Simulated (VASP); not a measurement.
# EuO (Fm-3m) in VASP: single point with PBE

Aim: the single point of EuO with PBE.

Everything below comes from runs of VASP 6.6.1. Logs are shortened: lines on timing, memory, paths and dates and some standing lists are left out, and cuts for length are marked.

## (1) The cell of the first run

The structure is cubic, space group Fm-3m (No. 225). The conventional cell has a = 5.061 Å, b = 5.061 Å, c = 5.061 Å, α = 90.00°, β = 90.00°, γ = 90.00°. Eu (site symmetry m-3m) has 6 O at 2.53 Å within 3.3 Å. Within 3.3 Å of O (site symmetry m-3m) lie 6 Eu at 2.53 Å.

## (2) Single point, PBE, collinear spin, ferromagnetic start

Input file INCAR:

```
PREC = Accurate
ENCUT = 600
EDIFF = 1E-6
ISMEAR = 0
SIGMA = 0.1
LREAL = F
LASPH = T
NELM = 200
ALGO = Normal
ISIF = 2
LWAVE = F
LCHARG = T
ISPIN = 2
MAGMOM = 7.24 0
LORBIT = 11
LMAXMIX = 6
GGA = PE
LELF = T
LVHAR = T
NBANDS = 22
GGA_COMPAT = F
```

Input file KPOINTS:

```
Automatic mesh
0
Gamma
  12 12 12
```

Input file POSCAR:

```
EuO
1.0
    3.5788398331      0.0000000000      0.0000000000
   -1.7894199165      3.0993662115      0.0000000000
    1.7894199165      1.0331220705      2.9221104874
Eu O
1 1
Direct
    0.0000000000      0.5000000000      0.5000000000
    0.0000000000      0.0000000000      0.0000000000
```

Potentials or basis: VASP PAW PBE potentials, release 64 (Eu, O).

On the command line:

```bash
> cat potpaw_PBE.64/Eu/POTCAR potpaw_PBE.64/O/POTCAR > POTCAR
> mpirun -np 1 vasp_std > vasp.out
```

OUTCAR:

```text
PREC = Accurate
   ENCUT = 600
   EDIFF = 1E-6
   ISMEAR = 0
   LREAL = F
   LASPH = T
   NELM = 200
   ISIF = 2
   ISPIN = 2
   LORBIT = 11
   GGA = PE

 ion  position               nearest neighbor table
   1  0.000  0.500  0.500-   2 2.53   2 2.53   2 2.53   2 2.53   2 2.53   2 2.53
   2  0.000  0.000  0.000-   1 2.53   1 2.53   1 2.53   1 2.53   1 2.53   1 2.53

  LATTYP: Found a face centered cubic cell.
 ALAT       =     5.0612438295

  Lattice vectors:

 A1 = (  -3.5788398331,  -0.0000000000,   0.0000000000)
 A2 = (  -1.7894199166,   1.0331220705,   2.9221104874)
 A3 = (  -1.7894199165,   3.0993662115,   0.0000000000)

Analysis of symmetry for initial positions (statically):
=====================================================================
 Subroutine PRICEL returns:
 Original cell was already a primitive cell.

 Routine SETGRP: Setting up the symmetry group for a
 face centered cubic supercell.

 Subroutine GETGRP returns: Found 48 space group operations
 (whereof 48 operations were pure point group operations)
 out of a pool of 48 trial point group operations.

The static configuration has the point symmetry O_h .

Analysis of symmetry for dynamics (positions and initial velocities):
=====================================================================
 Subroutine PRICEL returns:
 Original cell was already a primitive cell.

 Routine SETGRP: Setting up the symmetry group for a
 face centered cubic supercell.

 Subroutine GETGRP returns: Found 48 space group operations
 (whereof 48 operations were pure point group operations)
 out of a pool of 48 trial point group operations.

The dynamic configuration has the point symmetry O_h .

Analysis of structural, dynamic, and magnetic symmetry:
=====================================================================
 Subroutine PRICEL returns:
 Original cell was already a primitive cell.

 Routine SETGRP: Setting up the symmetry group for a
 face centered cubic supercell.

 Subroutine GETGRP returns: Found 48 space group operations
 (whereof 48 operations were pure point group operations)
 out of a pool of 48 trial point group operations.

The overall configuration has the point symmetry O_h .

 Subroutine INISYM returns: Found 48 space group operations
 (whereof 48 operations are pure point group operations),
 and found     1 'primitive' translations

----------------------------------------------------------------------------------------

[... 116 lines left out ...]
   LORBIT       =     11    0 simple, 1 ext, 2 COOP (PROOUT), +10 PAW based schemes
   GGA     = PE    functional components
   LHFCALC =     F    Hartree Fock is set to
   AEXX    =    0.0000 exact exchange contribution
   IVDW    =     0    specifies the selected vdW correction
   LEPSILON=     F    determine dielectric tensor
   LRPA    =     F    only Hartree local field effects (RPA)
 spin polarized calculation
 Gauss-broadening in eV      SIGMA  =   0.10
  energy-cutoff  :      600.00
  volume of cell :       32.41
 maximum number of plane-waves:      1106
 NGX is ok and might be reduce to    30
   NGX = 15   NGY = 15   NGZ = 15

 number of electron      23.0000000 magnetization       6.9471630

 Free energy of the ion-electron system (eV)
  ---------------------------------------------------
  ext. energy  EPLUGINS =         0.00000000
  ---------------------------------------------------
  free energy    TOTEN  =       -22.04530491 eV

  energy without entropy =      -22.03887137  energy(sigma->0) =      -22.04208814

 E-fermi :   5.0271     XC(G=0): -11.1307

 val. band max:        5.0251326923   @ k =   0.4167   0.0833   0.0000
 cond. band min:       5.0386712011   @ k =   0.0000   0.0833  -0.0000
 fundamental gap:      0.0135385088
 Fermi energy:         5.0270834430

 spin component 1

 k-point     1 :       0.0000    0.0000    0.0000
  band No.  band energies     occupation
      1     -36.4985      1.00000
      2     -14.8361      1.00000
      3     -14.8361      1.00000
      4     -14.8361      1.00000
      5     -13.9058      1.00000
      6       1.0011      1.00000
[... 589 lines left out ...]
     21      13.6870      0.00000
     22      15.1819      0.00000

 [... further k-points ...]

 spin component 2

 k-point     1 :       0.0000    0.0000    0.0000
  band No.  band energies     occupation
      1     -33.4640      1.00000
      2     -13.9751      1.00000
      3     -12.5445      1.00000
      4     -12.5445      1.00000
      5     -12.5445      1.00000
      6       1.0907      1.00000
[... 589 lines left out ...]
     21      15.1155      0.00000
     22      16.5115      0.00000

 [... further k-points ...]

------------------------ aborting loop because EDIFF is reached ----------------------------------------

  FORCE on cell =-STRESS in cart. coord.  units (eV):
  Direction    XX          YY          ZZ          XY          YZ          ZX
  --------------------------------------------------------------------------------------
  -------------------------------------------------------------------------------------
  Total       -0.0404841     -0.0404841     -0.0404841     -0.0000000     -0.0000000      0.0000000
  in kB       -2.0011689     -2.0011689     -2.0011689     -0.0000000     -0.0000000      0.0000000
  external PRESSURE =      -2.0011689 kB  Pullay stress =       0.0000000 kB

 VOLUME and BASIS-vectors are now :
 -----------------------------------------------------------------------------
  energy-cutoff  :      600.00
  volume of cell :       32.41
      direct lattice vectors                 reciprocal lattice vectors
     3.578839833  0.000000000  0.000000000     0.279420160  0.161323305 -0.228145606
    -1.789419916  3.099366212  0.000000000     0.000000000  0.322646610 -0.114072803
     1.789419916  1.033122070  2.922110487     0.000000000  0.000000000  0.342218408

 POSITION                                       TOTAL-FORCE (eV/Angst)
 -----------------------------------------------------------------------------------
      0.00000      2.06624      1.46106         0.000000     -0.000000      0.000000
      0.00000      0.00000      0.00000        -0.000000      0.000000      0.000000
 -----------------------------------------------------------------------------------
    total drift:                                0.000000      0.000000      0.000000

  FREE ENERGIE OF THE ION-ELECTRON SYSTEM (eV)
  ---------------------------------------------------
  free  energy   TOTEN  =       -22.0453049124 eV

  energy  without entropy=      -22.0388713702  energy(sigma->0) =      -22.04208814

 total charge

# of ion       s       p       d       f       tot
--------------------------------------------------
    1        2.033   5.768   0.428   6.600  14.828
    2        1.552   3.411   0.000   0.000   4.963
--------------------------------------------------
tot          3.585   9.179   0.428   6.600  19.792

 magnetization (x)

# of ion       s       p       d       f       tot
--------------------------------------------------
    1       -0.012  -0.104   0.150   6.541   6.574
    2       -0.004  -0.092   0.000   0.000  -0.097
--------------------------------------------------
tot         -0.017  -0.197   0.150   6.541   6.478
```

Wall time 3.5 min (1 thread of Intel Xeon Platinum 8488C (Sapphire Rapids), shared host); peak memory 0.28 GiB.

Results:

| Property | Result |
| --- | --- |
| Free energy | -22.0453 eV |
| Pressure | -0.2 GPa |
| Net moment | 6.95 μB per cell |
| Site moments | Eu +6.57; O -0.10 μB |
| Valence electrons inside the program's atomic spheres | Eu 14.83; O 4.96 |

Caveat: spin-orbit coupling is left out, which moves the levels of the heavy elements; a cell with one magnetic atom can't hold antiferromagnetic order, which such compounds often take; without U or exact exchange the open f shell lies at the Fermi level, which spoils levels, moments and volumes.
